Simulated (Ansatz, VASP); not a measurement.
# MgI2 in VASP and in Ansatz

INCAR

```
PREC     = Accurate       # precision mode
ENCUT    = 520            # plane-wave cutoff, eV
EDIFF    = 1E-6           # SCF threshold, eV
ISMEAR   = 0              # smearing method
SIGMA    = 0.05           # smearing width, eV
LREAL    = F              # projectors in reciprocal space
LASPH    = T              # aspherical terms in the spheres
NELM     = 60             # most SCF steps
ALGO     = Normal         # electronic algorithm
ISIF     = 2              # what is computed and relaxed
LWAVE    = F              # write WAVECAR
LCHARG   = F              # write CHGCAR
LDIPOL   = T            
IDIPOL   = 3            
DIPOL    = 0.5 0.5 0.404
GGA      = PE             # functional
IVDW     = 12             # dispersion correction
NBANDS   = 25             # bands
```

The input KPOINTS:

```
Automatic mesh
0
Gamma
  9 9 1
```

The input POSCAR:

```
MgI2
1.0
    4.1311066128      0.0000000000      0.0000000000
   -2.0655533064      3.5776432724      0.0000000000
    0.0000000000      0.0000000000     24.2265084657
I Mg
4 2
Direct
    0.3333333333      0.6666666667      0.1857469477
    0.6666666667      0.3333333333      0.3245723272
    0.8888888889      0.4444444444      0.4826636182
    1.2222222222      0.1111111111      0.6214889978
    0.0000000000      0.0000000000      0.2551596374
    0.5555555556     -0.2222222222      0.5520763080
```

Input for Ansatz:

```yaml
crystal:
  lattice:
    - [4.1311065861, 0.0, 0.0]
    - [-2.0655532931, 3.5776432493, 0.0]
    - [0.0, 0.0, 24.2265089959]
  atoms:
    - { symbol: I, position: [0.3333333333, 0.6666666667, 0.1857469436] }
    - { symbol: Mg, position: [0.0, 0.0, 0.2551596373] }
    - { symbol: I, position: [0.6666666667, 0.3333333333, 0.324572331] }
    - { symbol: I, position: [0.8888888889, 0.4444444444, 0.4826636186] }
    - { symbol: Mg, position: [0.5555555556, -0.2222222222, 0.5520763123] }
    - { symbol: I, position: [1.2222222222, 0.1111111111, 0.621489006] }
basis:
  ecutwfc: 420
kpoints:
  mp_grid: { grid: [9, 9, 1] }
hamiltonian:
  xc: pbe
  dispersion: d3bj
scf:
  occupations: { method: gaussian, width: 0.05 }
output:
  forces: true
  eigenvalues: true
efield:
  axis: 3
  dipole_correction: true
  ramp_width: 0.04
```

Alike in both runs: task single point; functional PBE; dispersion D3(BJ); k mesh 9 × 9 × 1; occupations gaussian, width 0.05 eV; no spin polarisation.

|  | VASP | Ansatz |
| --- | --- | --- |
| version | VASP 6.6.1 | Ansatz 0.2.0 |
| potentials or method | VASP PAW PBE potentials, release 64 (I, Mg), cutoff 520 eV | scalar-relativistic, plane waves, PAW |
| valence electrons in the cell | 32 | 88 |

VASP gave:

- gap on the k mesh at the Fermi level (eV): 3.53
- least direct gap on the mesh (eV): 3.93
- rms of the force components (eV/Å): 0.037

Question: What did Ansatz give for the same quantities?

Answer: gap on the k mesh at the Fermi level (eV): 3.55; least direct gap on the mesh (eV): 3.94; rms of the force components (eV/Å): 0.033.

VASP's potentials hold 32 valence electrons a cell and Ansatz's 88, so a difference there can come from the potentials and not from the codes.

Neither program's run includes spin-orbit coupling.
